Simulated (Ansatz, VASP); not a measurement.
One calculation of SrO, two programs

```
Sr O
1.0
     0.00000    2.58378    2.58378
     2.58378    0.00000    2.58378
     2.58378    2.58378    0.00000
Sr O
1 1
Direct
  0.50000 0.50000 0.50000
  0.00000 0.00000 0.00000
```

Alike in both runs: task single point; functional PBE; k mesh 4 × 4 × 4; occupations gaussian, width 0.1 eV; no spin polarisation; Hubbard terms O p U = 1.2 eV.

|  | VASP | Ansatz |
| --- | --- | --- |
| version | VASP 6.6.1 | Ansatz 0.2.0 |
| potentials or method | VASP PAW PBE potentials, release 64 (Sr_sv, O), cutoff 600 eV | scalar-relativistic, plane waves, PAW |
| valence electrons in the cell | 16 | 16 |

|  | VASP | Ansatz | Ansatz less VASP |
| --- | --- | --- | --- |
| gap on the k mesh at the Fermi level (eV) | 3.29 | 3.64 | +0.350 |
| least direct gap on the mesh (eV) | 3.39 | 3.73 | +0.340 |
| pressure (GPa) | 1.7 | 0.9 | -0.79 |

The programs project onto different local orbitals, so the same U acts differently, and such runs can settle in different states. Ansatz's warnings: stress scf threshold loose.

The k mesh is coarse, so the values compare programs but aren't converged.
